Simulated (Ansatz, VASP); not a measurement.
**Two plane-wave programs on TiSe**

```
Ti Se
1.0
     3.35766    0.00000    0.00000
    -1.67883    2.90782    0.00000
     0.00000    0.00000    6.75498
Ti Se
2 2
Direct
  0.00000 0.00000 0.00000
  0.00000 0.00000 0.50000
  0.33333 0.66667 0.25000
  0.66667 0.33333 0.75000
```

Alike in both runs: task single point; functional PBEsol; k mesh 12 × 12 × 8; occupations gaussian, width 0.1 eV; no spin polarisation.

|  | VASP | Ansatz |
| --- | --- | --- |
| version | VASP 6.6.1 | Ansatz 0.2.0 |
| potentials or method | VASP PAW PBE potentials, release 64 (Ti_sv, Se), cutoff 520 eV | scalar-relativistic, plane waves, PAW |
| valence electrons in the cell | 36 | 56 |

VASP gave:

```
gap on the k mesh at the Fermi level (eV) : none
pressure (GPa)                            : 0.3
```

**Question.** Estimate Ansatz's values.

**Answer.** gap on the k mesh at the Fermi level (eV): none; pressure (GPa): 0.0.

VASP's potentials were made for PBE, not for PBEsol. A gap of «none» marks a metal or a gap that the smearing closes. VASP's potentials hold 36 valence electrons a cell and Ansatz's 56, so a difference there can come from the potentials and not from the codes.
